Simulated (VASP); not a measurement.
# Pb (Fd-3m) in VASP: further runs

Pb is run at these levels: RPBE; tasks: single point.

Program: VASP 6.6.1. These are calculated values, not measurements. Logs are shortened: lines on timing, memory, paths and dates and some standing lists are left out, and cuts for length are marked.

**1. The cell of the first run**

Symmetry: Fd-3m, No. 227, cubic system. Conventional cell: a = 7.073 Å, b = 7.073 Å, c = 7.073 Å, α = 90.00°, β = 90.00°, γ = 90.00°. Within 4.0 Å of Pb (site symmetry -43m) lie 4 Pb at 3.06 Å.

**2. Single point, RPBE (volume scaled by 0.96)**

INCAR

```
  ALGO = Normal
  EDIFF = 1E-6
  ENCUT = 520
  GGA = RP
  ISIF = 2
  ISMEAR = -1
  LASPH = T
  LCHARG = T
  LELF = T
  LREAL = F
  LVHAR = T
  LWAVE = F
  NBANDS = 21
  NELM = 100
  PREC = Accurate
  SIGMA = 0.1
```

KPOINTS

```
k-points
0
Gamma
  9 9 9
```

POSCAR

```
Pb
1.0
    0.0000000000      3.5365183664      3.5365183664
    3.5365183664      0.0000000000      3.5365183664
    3.5365183664      3.5365183664      0.0000000000
Pb
2
Direct
    0.1250000000      0.1250000000      0.1250000000
    0.8750000000      0.8750000000      0.8750000000
```

Potentials or basis: VASP PAW PBE potentials, release 64 (Pb_d).

Run with:

```console
$ cat potpaw_PBE.64/Pb_d/POTCAR > POTCAR
$ mpirun -np 1 vasp_std > vasp.out
```

OUTCAR:

```text
EDIFF = 1E-6
   ENCUT = 520
   GGA = RP
   ISIF = 2
   ISMEAR = -1
   LASPH = T
   LREAL = F
   NELM = 100
   PREC = Accurate

 ion  position               nearest neighbor table
   1  0.125  0.125  0.125-   2 3.06   2 3.06   2 3.06   2 3.06
   2  0.875  0.875  0.875-   1 3.06   1 3.06   1 3.06   1 3.06

  LATTYP: Found a face centered cubic cell.
 ALAT       =     7.0730367328

  Lattice vectors:

 A1 = (   0.0000000000,   3.5365183664,   3.5365183664)
 A2 = (   3.5365183664,   0.0000000000,   3.5365183664)
 A3 = (   3.5365183664,   3.5365183664,   0.0000000000)

Analysis of symmetry for initial positions (statically):
=====================================================================
 Subroutine PRICEL returns:
 Original cell was already a primitive cell.

 Routine SETGRP: Setting up the symmetry group for a
 face centered cubic supercell.

 Subroutine GETGRP returns: Found 48 space group operations
 (whereof 12 operations were pure point group operations)
 out of a pool of 48 trial point group operations.

The static configuration has the point symmetry D_3d.
 The point group associated with its full space group is O_h .

Analysis of symmetry for dynamics (positions and initial velocities):
=====================================================================
 Subroutine PRICEL returns:
 Original cell was already a primitive cell.

 Routine SETGRP: Setting up the symmetry group for a
 face centered cubic supercell.

 Subroutine GETGRP returns: Found 48 space group operations
 (whereof 12 operations were pure point group operations)
 out of a pool of 48 trial point group operations.

The dynamic configuration has the point symmetry D_3d.
 The point group associated with its full space group is O_h .

 Subroutine INISYM returns: Found 48 space group operations
 (whereof 12 operations are pure point group operations),
 and found     1 'primitive' translations

----------------------------------------------------------------------------------------

                                     Primitive cell

  volume of cell :      88.4622

  direct lattice vectors                    reciprocal lattice vectors
     0.000000000  3.536518366  3.536518366    -0.141381989  0.141381989  0.141381989
     3.536518366  0.000000000  3.536518366     0.141381989 -0.141381989  0.141381989
     3.536518366  3.536518366  0.000000000     0.141381989  0.141381989 -0.141381989

  length of vectors
     5.001392237  5.001392237  5.001392237     0.244880788  0.244880788  0.244880788

  position of ions in fractional coordinates (direct lattice)
     0.125000000  0.125000000  0.125000000
     0.875000000  0.875000000  0.875000000

  ion indices of the primitive-cell ions
   primitive index   ion index
                 1           1
                 2           2

----------------------------------------------------------------------------------------

 KPOINTS: k-points

Automatic generation of k-mesh.
 Grid dimensions read from file:
 generate k-points for:    9    9    9

 Generating k-lattice:

  Cartesian coordinates                     Fractional coordinates (reciprocal lattice)
    -0.015709110  0.015709110  0.015709110     0.111111111  0.000000000  0.000000000
     0.015709110 -0.015709110  0.015709110     0.000000000  0.111111111  0.000000000
     0.015709110  0.015709110 -0.015709110     0.000000000  0.000000000  0.111111111

  Length of vectors
     0.027208976  0.027208976  0.027208976

  Shift w.r.t. Gamma in fractional coordinates (k-lattice)
     0.000000000  0.000000000  0.000000000

 Subroutine IBZKPT returns following result:
 ===========================================

 Found     35 irreducible k-points:

 Following reciprocal coordinates:
            Coordinates               Weight
  0.000000  0.000000  0.000000      1.000000
  0.111111  0.000000  0.000000      8.000000
  0.222222  0.000000  0.000000      8.000000
  0.333333  0.000000  0.000000      8.000000
  0.444444  0.000000  0.000000      8.000000
  0.111111  0.111111  0.000000      6.000000
[... 16 lines left out ...]
 -0.333333  0.333333  0.000000     12.000000
  0.444444  0.444444  0.000000      6.000000
 [... further k-points ...]
   k-points           NKPTS =     35   k-points in BZ     NKDIM =     35   number of bands    NBANDS=     21
   number of dos      NEDOS =    301   number of ions     NIONS =      2
   total plane-waves  NPLWV =  64000
   dimension x,y,z NGX =    40 NGY =   40 NGZ =   40
   dimension x,y,z NGXF=    80 NGYF=   80 NGZF=   80
   ions per type =               2
   NGX,Y,Z   is equivalent  to a cutoff of  13.30, 13.30, 13.30 a.u.
   NGXF,Y,Z  is equivalent  to a cutoff of  26.59, 26.59, 26.59 a.u.
 SYSTEM =  unknown system
   PREC   = accura    normal or accurate (medium, high low for compatibility)
   ISTART =      0    job   : 0-new  1-cont  2-samecut
   ICHARG =      2    charge: 1-file 2-atom 10-const
   ISPIN  =      1    spin polarized calculation?
   LNONCOLLINEAR =      F non collinear calculations
   LSORBIT =      F    spin-orbit coupling
   LASPH  =      T    aspherical Exc in radial PAW
   ENCUT  =  520.0 eV  38.22 Ry    6.18 a.u.   9.30  9.30  9.30*2*pi/ulx,y,z
   NELM   =    100;   NELMIN=  2; NELMDL= -5     # of ELM steps
   EDIFF  = 0.1E-05   stopping-criterion for ELM
   LREAL  =      F    real-space projection
   EDIFFG = 0.1E-04   stopping-criterion for IOM
   NSW    =      0    number of steps for IOM
   IBRION =     -1    ionic relax: 0-MD 1-quasi-New 2-CG
   NFREE  =      0    steps in history (QN), initial steepest desc. (CG)
   ISIF   =      2    stress and relaxation
   ISYM   =      2    0-nonsym 1-usesym 2-fastsym
   POTIM  = 0.5000    time-step for ionic-motion
   TEBEG  =    0.0;   TEEND  =   0.0 temperature during run
   PSTRESS=    0.0 pullay stress
   NELECT =      28.0000    total number of electrons
   NUPDOWN=      -1.0000    fix difference up-down
   EMIN   =  10.00;   EMAX   =-10.00  energy-range for DOS
   EFERMI =   0.00;   METHOD = LEGACY
   ISMEAR =    -1;   SIGMA  =   0.10  broadening in eV -4-tet -1-fermi 0-gaus
   EFERMI_NEDOS =   21; number of points for ismear=-14 and -15
   IALGO  =     38    algorithm
   IMIX   =      4    mixing-type and parameters
     AMIX     =   0.40;   BMIX     =  1.00
     AMIX_MAG =   1.60;   BMIX_MAG =  1.00
  volume/ion in A,a.u.               =      44.23       298.49
  Fermi-wavevector in a.u.,A,eV,Ry     =   1.115685  2.108339 16.935893  1.244753
  Thomas-Fermi vector in A             =   2.252292
   LORBIT       =      0    0 simple, 1 ext, 2 COOP (PROOUT), +10 PAW based schemes
   GGA     = RP    functional components
   LHFCALC =     F    Hartree Fock is set to
   AEXX    =    0.0000 exact exchange contribution
   IVDW    =     0    specifies the selected vdW correction
   LEPSILON=     F    determine dielectric tensor
   LRPA    =     F    only Hartree local field effects (RPA)
 non-spin polarized calculation
  energy-cutoff  :      520.00
  volume of cell :       88.46
 maximum number of plane-waves:      2421
 NGX is ok and might be reduce to    40
   NGX = 19   NGY = 19   NGZ = 19

 number of electron      27.9999999 magnetization

 Free energy of the ion-electron system (eV)
  ---------------------------------------------------
  ext. energy  EPLUGINS =         0.00000000
  ---------------------------------------------------
  free energy    TOTEN  =        -5.92870331 eV

  energy without entropy =       -5.90838423  energy(sigma->0) =       -5.91854377

 E-fermi :   3.7621     XC(G=0):  -7.8676

 val. band max:        3.6452376156   @ k =   0.1111   0.1111   0.0000
 cond. band min:       3.8844590322   @ k =  -0.1111   0.1111   0.0000
 fundamental gap:      0.2392214166
 Fermi energy:         3.7620522427

 k-point     1 :       0.0000    0.0000    0.0000
  band No.  band energies     occupation
      1     -13.3420      2.00000
      2     -13.3420      2.00000
      3     -13.3420      2.00000
      4     -13.2806      2.00000
      5     -13.2806      2.00000
      6     -12.9339      2.00000
[... 13 lines left out ...]
     20      11.7949      0.00000
     21      11.7949      0.00000

 k-point     2 :       0.1111    0.0000    0.0000
  band No.  band energies     occupation
      1     -13.3522      2.00000
      2     -13.3522      2.00000
      3     -13.3395      2.00000
      4     -13.2664      2.00000
      5     -13.2664      2.00000
      6     -12.9560      2.00000
[... 13 lines left out ...]
     20      11.0901      0.00000
     21      11.0901      0.00000

 k-point     3 :       0.2222    0.0000    0.0000
  band No.  band energies     occupation
      1     -13.3674      2.00000
      2     -13.3674      2.00000
      3     -13.3329      2.00000
      4     -13.2418      2.00000
      5     -13.2418      2.00000
      6     -12.9793      2.00000
[... 13 lines left out ...]
     20      10.7973      0.00000
     21      10.7973      0.00000

 k-point     4 :       0.3333    0.0000    0.0000
  band No.  band energies     occupation
      1     -13.3771      2.00000
      2     -13.3771      2.00000
      3     -13.3250      2.00000
      4     -13.2230      2.00000
      5     -13.2230      2.00000
      6     -12.9948      2.00000
[... 13 lines left out ...]
     20      11.0993      0.00000
     21      11.0993      0.00000

 k-point     5 :       0.4444    0.0000    0.0000
  band No.  band energies     occupation
      1     -13.3812      2.00000
      2     -13.3812      2.00000
      3     -13.3197      2.00000
      4     -13.2143      2.00000
      5     -13.2143      2.00000
      6     -13.0012      2.00000
[... 13 lines left out ...]
     20      11.8099      0.00000
     21      11.8099      0.00000
[... 382 lines left out ...]
     20      12.2022      0.00000
     21      13.0743      0.00000

 k-point    22 :      -0.4444    0.3333    0.0000
  band No.  band energies     occupation
      1     -13.4188      2.00000
      2     -13.3971      2.00000
      3     -13.2653      2.00000
      4     -13.1682      2.00000
      5     -13.1365      2.00000
      6     -13.0962      2.00000
[... 13 lines left out ...]
     20      12.1421      0.00000
     21      12.7400      0.00000

 k-point    23 :      -0.3333    0.3333    0.0000
  band No.  band energies     occupation
      1     -13.4237      2.00000
      2     -13.3984      2.00000
      3     -13.2573      2.00000
      4     -13.1442      2.00000
      5     -13.1331      2.00000
      6     -13.1151      2.00000
[... 13 lines left out ...]
     20      11.2311      0.00000
     21      13.2223      0.00000

 k-point    24 :       0.4444    0.4444    0.0000
  band No.  band energies     occupation
      1     -13.3964      2.00000
      2     -13.3964      2.00000
      3     -13.2883      2.00000
      4     -13.2235      2.00000
      5     -13.1319      2.00000
      6     -13.0700      2.00000
[... 13 lines left out ...]
     20      12.2431      0.00000
     21      13.6237      0.00000

 [... further k-points ...]
[... 5 lines left out ...]
  --------------------------------------------------------------------------------------
  -------------------------------------------------------------------------------------
  Total        0.4975973      0.4975973      0.4975973      0.0000000      0.0000000      0.0000000
  in kB        9.0122006      9.0122006      9.0122006      0.0000000      0.0000000      0.0000000
  external PRESSURE =       9.0122006 kB  Pullay stress =       0.0000000 kB

 VOLUME and BASIS-vectors are now :
 -----------------------------------------------------------------------------
  energy-cutoff  :      520.00
  volume of cell :       88.46
      direct lattice vectors                 reciprocal lattice vectors
     0.000000000  3.536518366  3.536518366    -0.141381989  0.141381989  0.141381989
     3.536518366  0.000000000  3.536518366     0.141381989 -0.141381989  0.141381989
     3.536518366  3.536518366  0.000000000     0.141381989  0.141381989 -0.141381989

 POSITION                                       TOTAL-FORCE (eV/Angst)
 -----------------------------------------------------------------------------------
      0.88413      0.88413      0.88413        -0.000000     -0.000000     -0.000000
      6.18891      6.18891      6.18891         0.000000      0.000000      0.000000
 -----------------------------------------------------------------------------------
    total drift:                                0.000000      0.000000     -0.000000

  FREE ENERGIE OF THE ION-ELECTRON SYSTEM (eV)
  ---------------------------------------------------
  free  energy   TOTEN  =        -5.9287033088 eV

  energy  without entropy=       -5.9083842337  energy(sigma->0) =       -5.91854377
```

It took 2.2 min on 1 thread of AMD EPYC 7R13, shared host; peak memory 0.22 GiB.

What came out:

```yaml
Free_energy: -5.9287 eV
Pressure: 0.9 GPa
Band_gap_on_the_k_mesh: zero (band 14 reaches 4.12 eV, above the bottom of band 15 at 3.12 eV)
```

Caveat: the cell differs from its parent crystal (volume scaled by 0.96); the PAW data sets were made with another functional, which shifts forces and pressure a little; spin-orbit coupling is left out, which moves the levels of the heavy elements.

**3. Single point, RPBE**

This run uses another cell than the first one, of 46.07 Å³/atom, 1.042 times its volume.

INCAR

```
ALGO     = Normal         # electronic algorithm
EDIFF    = 1E-7           # SCF threshold, eV
ENCUT    = 520            # plane-wave cutoff, eV
GGA      = RP             # functional
ISIF     = 2              # what is computed and relaxed
ISMEAR   = -1             # smearing method
LASPH    = T              # aspherical terms in the spheres
LCHARG   = T              # write CHGCAR
LELF     = T              # ELF
LREAL    = F              # projectors in reciprocal space
LVHAR    = T            
LWAVE    = F              # write WAVECAR
NBANDS   = 21             # bands
NELM     = 60             # most SCF steps
PREC     = Accurate       # precision mode
SIGMA    = 0.1            # smearing width, eV
```

KPOINTS is that of step 2.

POSCAR

```
Pb
1.0
    0.0000000000      3.5849698442      3.5849698442
    3.5849698442      0.0000000000      3.5849698442
    3.5849698442      3.5849698442      0.0000000000
Pb
2
Direct
    0.1250000000      0.1250000000      0.1250000000
    0.8750000000      0.8750000000      0.8750000000
```

Potentials or basis: VASP PAW PBE potentials, release 64 (Pb_d).

Run with:

```console
$ cat potpaw_PBE.64/Pb_d/POTCAR > POTCAR
$ mpirun -np 1 vasp_std > vasp.out
```

Wall time 2.5 min (1 thread of AMD EPYC 7R13, shared host); peak memory 0.22 GiB.

The run converged. Its results:

* Free energy: -5.9392 eV
* Pressure: -0.1 GPa
* Band gap on the k mesh: zero (band 14 reaches 3.78 eV, above the bottom of band 15 at 2.84 eV)

Levels at points of the mesh, in eV from the Fermi level:
```csv
k point,band 11,band 12,band 13,band 14,band 15,band 16,band 17,band 18
"(0.00, 0.00, 0.00)",-10.45,-4.54,0.35,0.35,0.35,2.33,2.33,2.33
```

Caveat: the PAW data sets were made with another functional, which shifts forces and pressure a little; spin-orbit coupling is left out, which moves the levels of the heavy elements.
